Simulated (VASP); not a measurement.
# P (Cmce) in VASP: a series of runs, part 2 of 2

VASP 6.6.1. Earlier steps stand in the parts before.

### 3 Single point, LDA

This run uses another cell than the first one, of 17.19 Å³/atom.

Input file INCAR:

```
SYSTEM = P
PREC = Accurate
ENCUT = 520
EDIFF = 1E-6
ISMEAR = -1
SIGMA = 0.15
LREAL = .FALSE.
LASPH = .TRUE.
NELM = 60
ALGO = Normal
ISIF = 2
LWAVE = .FALSE.
LCHARG = .FALSE.
NBANDS = 18
```

Input file KPOINTS:

```
Automatic mesh
0
G
  14 14 10
  0 0 0
```

Input file POSCAR:

```
P
1.0
    1.6565978773     -5.0727829793      0.0000000000
    1.6565978773      5.0727829793      0.0000000000
    0.0000000000      0.0000000000      4.0912930869
P
4
Direct
    0.8929966902      0.1070033098      0.0691351556
    0.6070033098      0.3929966902      0.5691351556
    0.1070033098      0.8929966902      0.9308648444
    0.3929966902      0.6070033098      0.4308648444
```

Potentials or basis: VASP PAW LDA potentials, release 64 (P).

Started as:

```console
cat potpaw_LDA.64/P/POTCAR > POTCAR
mpirun -np 1 vasp_std > vasp.out
```

OUTCAR:

```text
SYSTEM = P
   PREC = Accurate
   ENCUT = 520
   EDIFF = 1E-6
   ISMEAR = -1
   LREAL = .FALSE.
   LASPH = .TRUE.
   NELM = 60
   ISIF = 2

 ion  position               nearest neighbor table
   1  0.893  0.107  0.069-   4 2.22   4 2.22   3 2.24
   2  0.607  0.393  0.569-   3 2.22   3 2.22   4 2.24
   3  0.107  0.893  0.931-   2 2.22   2 2.22   1 2.24
   4  0.393  0.607  0.431-   1 2.22   1 2.22   2 2.24

  LATTYP: Found a base centered orthorhombic cell.
 ALAT       =     3.3131957546
 B/A-ratio  =     3.0621691895
 C/A-ratio  =     1.2348479806

  Lattice vectors:

 A1 = (   1.6565978773,  -5.0727829793,   0.0000000000)
 A2 = (   1.6565978773,   5.0727829793,   0.0000000000)
 A3 = (   0.0000000000,   0.0000000000,   4.0912930869)

Analysis of symmetry for initial positions (statically):
=====================================================================
 Subroutine PRICEL returns:
 Original cell was already a primitive cell.

 Routine SETGRP: Setting up the symmetry group for a
 base centered orthorhombic supercell.

 Subroutine GETGRP returns: Found  8 space group operations
 (whereof  4 operations were pure point group operations)
 out of a pool of  8 trial point group operations.

The static configuration has the point symmetry C_2h.
 The point group associated with its full space group is D_2h.

Analysis of symmetry for dynamics (positions and initial velocities):
=====================================================================
 Subroutine PRICEL returns:
 Original cell was already a primitive cell.

 Routine SETGRP: Setting up the symmetry group for a
 base centered orthorhombic supercell.

 Subroutine GETGRP returns: Found  8 space group operations
 (whereof  4 operations were pure point group operations)
 out of a pool of  8 trial point group operations.

The dynamic configuration has the point symmetry C_2h.
 The point group associated with its full space group is D_2h.

 Subroutine INISYM returns: Found  8 space group operations
 (whereof  4 operations are pure point group operations),
 and found     1 'primitive' translations

----------------------------------------------------------------------------------------

                                     Primitive cell

  volume of cell :      68.7629

  direct lattice vectors                    reciprocal lattice vectors
     1.656597877 -5.072782979  0.000000000     0.301823398 -0.098565226  0.000000000
     1.656597877  5.072782979  0.000000000     0.301823398  0.098565226  0.000000000
     0.000000000  0.000000000  4.091293087     0.000000000  0.000000000  0.244421502

  length of vectors
     5.336426115  5.336426115  4.091293087     0.317509791  0.317509791  0.244421502

  position of ions in fractional coordinates (direct lattice)
     0.892996690  0.107003310  0.069135156
     0.607003310  0.392996690  0.569135156
     0.107003310  0.892996690  0.930864844
     0.392996690  0.607003310  0.430864844

  ion indices of the primitive-cell ions
   primitive index   ion index
                 1           1
                 2           2
                 3           3
                 4           4

----------------------------------------------------------------------------------------

 KPOINTS: Automatic mesh

Automatic generation of k-mesh.
 Grid dimensions read from file:
 generate k-points for:   14   14   10

 Generating k-lattice:

  Cartesian coordinates                     Fractional coordinates (reciprocal lattice)
     0.021558814 -0.007040373  0.000000000     0.071428571  0.000000000  0.000000000
     0.021558814  0.007040373  0.000000000     0.000000000  0.071428571  0.000000000
     0.000000000  0.000000000  0.024442150     0.000000000  0.000000000  0.100000000

  Length of vectors
     0.022679271  0.022679271  0.024442150

  Shift w.r.t. Gamma in fractional coordinates (k-lattice)
     0.000000000  0.000000000  0.000000000

 Subroutine IBZKPT returns following result:
 ===========================================

 Found    342 irreducible k-points:

 Following reciprocal coordinates:
            Coordinates               Weight
  0.000000  0.000000  0.000000      1.000000
  0.071429  0.000000  0.000000      4.000000
  0.142857  0.000000  0.000000      4.000000
  0.214286  0.000000  0.000000      4.000000
  0.285714  0.000000  0.000000      4.000000
  0.357143  0.000000  0.000000      4.000000
[... 16 lines left out ...]
  0.214286  0.142857  0.000000      4.000000
  0.285714  0.142857  0.000000      4.000000
 [... further k-points ...]
   k-points           NKPTS =    342   k-points in BZ     NKDIM =    342   number of bands    NBANDS=     18
   number of dos      NEDOS =    301   number of ions     NIONS =      4
   total plane-waves  NPLWV =  48000
   dimension x,y,z NGX =    40 NGY =   40 NGZ =   30
   dimension x,y,z NGXF=    80 NGYF=   80 NGZF=   60
   ions per type =               4
   NGX,Y,Z   is equivalent  to a cutoff of  12.46, 12.46, 12.19 a.u.
   NGXF,Y,Z  is equivalent  to a cutoff of  24.92, 24.92, 24.38 a.u.
 SYSTEM =  P
   PREC   = accura    normal or accurate (medium, high low for compatibility)
   ISTART =      0    job   : 0-new  1-cont  2-samecut
   ICHARG =      2    charge: 1-file 2-atom 10-const
   ISPIN  =      1    spin polarized calculation?
   LNONCOLLINEAR =      F non collinear calculations
   LSORBIT =      F    spin-orbit coupling
   LASPH  =      T    aspherical Exc in radial PAW
   ENCUT  =  520.0 eV  38.22 Ry    6.18 a.u.   9.92  9.92  7.61*2*pi/ulx,y,z
   NELM   =     60;   NELMIN=  2; NELMDL= -5     # of ELM steps
   EDIFF  = 0.1E-05   stopping-criterion for ELM
   LREAL  =      F    real-space projection
[... 7 lines left out ...]
   TEBEG  =    0.0;   TEEND  =   0.0 temperature during run
   PSTRESS=    0.0 pullay stress
   NELECT =      20.0000    total number of electrons
   NUPDOWN=      -1.0000    fix difference up-down
   EMIN   =  10.00;   EMAX   =-10.00  energy-range for DOS
   EFERMI =   0.00;   METHOD = LEGACY
   ISMEAR =    -1;   SIGMA  =   0.15  broadening in eV -4-tet -1-fermi 0-gaus
   EFERMI_NEDOS =   21; number of points for ismear=-14 and -15
   IALGO  =     38    algorithm
   IMIX   =      4    mixing-type and parameters
     AMIX     =   0.40;   BMIX     =  1.00
     AMIX_MAG =   1.60;   BMIX_MAG =  1.00
  volume/ion in A,a.u.               =      17.19       116.01
  Fermi-wavevector in a.u.,A,eV,Ry     =   1.084676  2.049741 16.007564  1.176523
  Thomas-Fermi vector in A             =   2.220772
   LORBIT       =      0    0 simple, 1 ext, 2 COOP (PROOUT), +10 PAW based schemes
   GGA     = CA    functional components
   LHFCALC =     F    Hartree Fock is set to
   AEXX    =    0.0000 exact exchange contribution
   IVDW    =     0    specifies the selected vdW correction
   LEPSILON=     F    determine dielectric tensor
   LRPA    =     F    only Hartree local field effects (RPA)
 non-spin polarized calculation
  energy-cutoff  :      520.00
  volume of cell :       68.76
 maximum number of plane-waves:      1872
   NGX = 19   NGY = 19   NGZ = 15

 number of electron      19.9999999 magnetization

 Free energy of the ion-electron system (eV)
  ---------------------------------------------------
  ext. energy  EPLUGINS =         0.00000000
  ---------------------------------------------------
  free energy    TOTEN  =       -24.12686302 eV

  energy without entropy =      -24.09273657  energy(sigma->0) =      -24.10979980

 E-fermi :   7.5842     XC(G=0): -10.5665

 val. band max:        7.5701217849   @ k =   0.0000   0.0000   0.4000
 cond. band min:       7.5888857482   @ k =   0.5000   0.3571   0.0000
 fundamental gap:      0.0187639633
 Fermi energy:         7.5841744408

 k-point     1 :       0.0000    0.0000    0.0000
  band No.  band energies     occupation
      1      -8.4868      2.00000
      2      -5.0180      2.00000
      3      -1.3701      2.00000
      4       0.1522      2.00000
      5       2.3819      2.00000
      6       3.4956      2.00000
[... 10 lines left out ...]
     17      14.6950      0.00000
     18      14.9698      0.00000
[... 463 lines left out ...]
 k-point    24 :       0.2857    0.1429    0.0000
  band No.  band energies     occupation
      1      -6.3053      2.00000
      2      -4.4627      2.00000
      3      -2.8555      2.00000
      4      -1.9968      2.00000
      5       1.9696      2.00000
      6       2.6230      2.00000
[... 10 lines left out ...]
     17      13.9904      0.00000
     18      15.4040      0.00000

 [... further k-points ...]

------------------------ aborting loop because EDIFF is reached ----------------------------------------

  FORCE on cell =-STRESS in cart. coord.  units (eV):
  Direction    XX          YY          ZZ          XY          YZ          ZX
  --------------------------------------------------------------------------------------
  -------------------------------------------------------------------------------------
  Total       -0.1141588     -0.1295436     -0.1118746      0.0000000     -0.0000000      0.0000000
  in kB       -2.6599042     -3.0183705     -2.6066826      0.0000000     -0.0000000      0.0000000
  external PRESSURE =      -2.7616524 kB  Pullay stress =       0.0000000 kB

 VOLUME and BASIS-vectors are now :
 -----------------------------------------------------------------------------
  energy-cutoff  :      520.00
  volume of cell :       68.76
      direct lattice vectors                 reciprocal lattice vectors
     1.656597877 -5.072782979  0.000000000     0.301823398 -0.098565226  0.000000000
     1.656597877  5.072782979  0.000000000     0.301823398  0.098565226  0.000000000
     0.000000000  0.000000000  4.091293087     0.000000000  0.000000000  0.244421502

 POSITION                                       TOTAL-FORCE (eV/Angst)
 -----------------------------------------------------------------------------------
      1.65660     -3.98717      0.28285         0.000000     -0.032845      0.039536
      1.65660     -1.08561      2.32850         0.000000      0.032845      0.039536
      1.65660      3.98717      3.80844         0.000000      0.032845     -0.039536
      1.65660      1.08561      1.76279         0.000000     -0.032845     -0.039536
 -----------------------------------------------------------------------------------
    total drift:                               -0.000000     -0.000000      0.000000

  FREE ENERGIE OF THE ION-ELECTRON SYSTEM (eV)
  ---------------------------------------------------
  free  energy   TOTEN  =       -24.1268630168 eV

  energy  without entropy=      -24.0927365739  energy(sigma->0) =      -24.10979980
```

stdout:

```text
POSCAR found type information on POSCAR P
 POSCAR found :  1 types and       4 ions
 scaLAPACK will be used
 LDA part: xc-table for (Slater(with rela. corr.)+CA(PZ))
 , standard interpolation
 POSCAR, INCAR and KPOINTS ok, starting setup
 FFT: planning ... GRIDC
 FFT: planning ... GRID_SOFT
 FFT: planning ... GRID
 WAVECAR not read
 entering main loop
```

Run time: 5.6 min. Hardware: 1 thread of Intel Xeon Platinum 8259CL at 2.50GHz (Skylake/Cascade Lake), shared host; peak memory 0.38 GiB.

What came out:

```
Free energy            : -24.1269 eV
Pressure               : -0.3 GPa
Largest force          : 0.051 eV/Å
Band gap on the k mesh : zero (bands 10 and 11 overlap by 0.35 eV)
```

Forces on the atoms (eV/Å):
```
P    0.000 -0.033  0.040
P    0.000  0.033  0.040
P    0.000  0.033 -0.040
P    0.000 -0.033 -0.040
```

Levels at points of the mesh, in eV from the Fermi level:
```csv
k point,band 7,band 8,band 9,band 10,band 11,band 12,band 13,band 14
"(0.00, 0.00, 0.00)",-4.03,-2.88,-2.66,-1.31,1.13,1.24,1.90,3.61
"(0.50, 0.00, 0.00)",-3.15,-3.15,-2.61,-2.61,0.70,0.70,1.10,1.10
"(0.50, 0.50, 0.00)",-4.40,-2.11,-1.92,-0.55,0.46,0.72,2.53,3.31
"(0.00, 0.00, 0.50)",-3.03,-3.03,-0.72,-0.72,1.51,1.51,2.11,2.11
"(0.50, 0.00, 0.50)",-5.82,-5.82,-2.13,-2.13,1.54,1.54,5.04,5.04
"(0.50, 0.50, 0.50)",-2.39,-2.39,-1.12,-1.12,1.26,1.26,2.72,2.72
```

### 4 Single point, LDA

Input file INCAR:

```
SYSTEM = P
  PREC = Accurate
  ENCUT = 520
  EDIFF = 1E-6
  ISMEAR = 0
  SIGMA = 0.1
  LREAL = .False.
  LASPH = .True.
  NELM = 60
  ALGO = Normal
  ISIF = 2
  LWAVE = .False.
  LCHARG = .True.
  LELF = .True.
  LVHAR = .True.
  NBANDS = 18
```

Input file KPOINTS:

```
regular mesh
0
Gamma
  14 14 10
  0 0 0
```

Input file POSCAR:

```
P
1.0
    1.6543806565     -5.0818062617      0.0000000000
    1.6543806565      5.0818062617      0.0000000000
    0.0000000000      0.0000000000      4.1308413906
P
4
Direct
    0.8935392166      0.1064607834      0.0711193981
    0.6064607834      0.3935392166      0.5711193981
    0.1064607834      0.8935392166      0.9288806019
    0.3935392166      0.6064607834      0.4288806019
```

Started as:

```console
cat potpaw_LDA.64/P/POTCAR > POTCAR
mpirun -np 1 vasp_std > vasp.out
```

It took 6 min on 1 thread of Intel Xeon Platinum 8259CL at 2.50GHz (Skylake/Cascade Lake), shared host; peak memory 0.39 GiB.

The run converged. Its results:

| Quantity | Value |
| --- | --- |
| Free energy | -24.1161 eV |
| Pressure | -0.3 GPa |
| Largest force | 0.050 eV/Å |
| Band gap on the k mesh | zero (bands 10 and 11 overlap by 0.33 eV) |

Forces in eV/Å, atoms in the order of the input:
```
P    0.000 -0.034  0.037
P    0.000  0.034  0.037
P    0.000  0.034 -0.037
P    0.000 -0.034 -0.037
```

Levels at points of the mesh, in eV from the Fermi level:
```tsv
k point	band 8	band 9	band 10	band 11	band 12	band 13
(0.00, 0.00, 0.00)	-2.89	-2.65	-1.34	1.04	1.22	1.88
(0.50, 0.00, 0.00)	-3.19	-2.63	-2.63	0.74	0.74	1.07
(0.50, 0.50, 0.00)	-2.13	-1.86	-0.47	0.48	0.67	2.50
(0.00, 0.00, 0.50)	-3.05	-0.79	-0.79	1.50	1.50	2.20
(0.50, 0.00, 0.50)	-5.80	-2.10	-2.10	1.55	1.55	4.86
(0.50, 0.50, 0.50)	-2.40	-1.18	-1.18	1.29	1.29	2.77
```

### 5 Summary

| cell | k mesh | smearing | gap on the mesh (eV) | pressure (GPa) | largest force (eV/Å) |
| --- | --- | --- | --- | --- | --- |
| a = 5.349, b = 5.349, c = 4.132 Å, angles 90.0, 90.0, 144.0°, 4 atoms, atomic positions A | 12 × 12 × 8 | gaussian 0.01 eV | none | -0.3 | 0.05 |
| a = 5.336, b = 5.336, c = 4.091 Å, angles 90.0, 90.0, 143.8°, 4 atoms, atomic positions B | 14 × 14 × 10 | fermi-dirac 0.15 eV | none | -0.3 | 0.05 |
| a = 5.344, b = 5.344, c = 4.131 Å, angles 90.0, 90.0, 143.9°, 4 atoms, atomic positions A | 14 × 14 × 10 | gaussian 0.1 eV | none | -0.3 | 0.05 |

Alike in all rows: task single point; level LDA; potentials or basis VASP PAW LDA potentials, release 64 (P); no spin polarisation; cutoff (eV) 520.

Absolute energies hang on the potentials; compare differences alone.
